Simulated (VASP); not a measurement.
Wanted: the native input for a VASP 6.6.1 run.

- Task: single point
- Functional: PBE
- Potentials or basis: VASP PAW PBE potentials, release 64 (Mo_sv)
- Cutoff: 520 eV
- k mesh: 18 × 18 × 18
- Occupations: gaussian, width 0.1 eV
- Spin: no spin polarisation
- Dipole correction: no
- Further INCAR settings: ALGO = Normal; EDIFF = 1e-07; NBANDS = 13

The structure of Mo lies in POSCAR:

```
Mo
1.0
   -1.5313161827      1.5313161827      1.5313161827
    1.5313161827     -1.5313161827      1.5313161827
    1.5313161827      1.5313161827     -1.5313161827
Mo
1
Direct
    0.0000000000      0.0000000000      0.0000000000
```

This cell differs from its parent crystal: volume scaled by 0.91.

These files were run (other wordings do the same):

INCAR

```
ALGO = Normal
EDIFF = 1E-7
ENCUT = 520
GGA = PE
ISIF = 2
ISMEAR = 0
LASPH = T
LCHARG = F
LREAL = F
LWAVE = F
NBANDS = 13
NELM = 80
PREC = Accurate
SIGMA = 0.1
```

KPOINTS

```
k-points
0
Gamma
  18 18 18
```

Potentials or basis: VASP PAW PBE potentials, release 64 (Mo_sv).

The run is started by

```sh
$ cat potpaw_PBE.64/Mo_sv/POTCAR > POTCAR
$ mpirun -np 1 vasp_std > vasp.out
```

It gave:

```yaml
Pressure: 30.8 GPa
Band_gap_on_the_k_mesh: zero (band 7 reaches 18.49 eV, above the bottom of band 8 at 12.46 eV)
```

Run time: 16 s on 1 thread of Intel(R) Xeon(R) Platinum 8488C (Sapphire Rapids), on a shared host, peak memory 0.15 GiB.
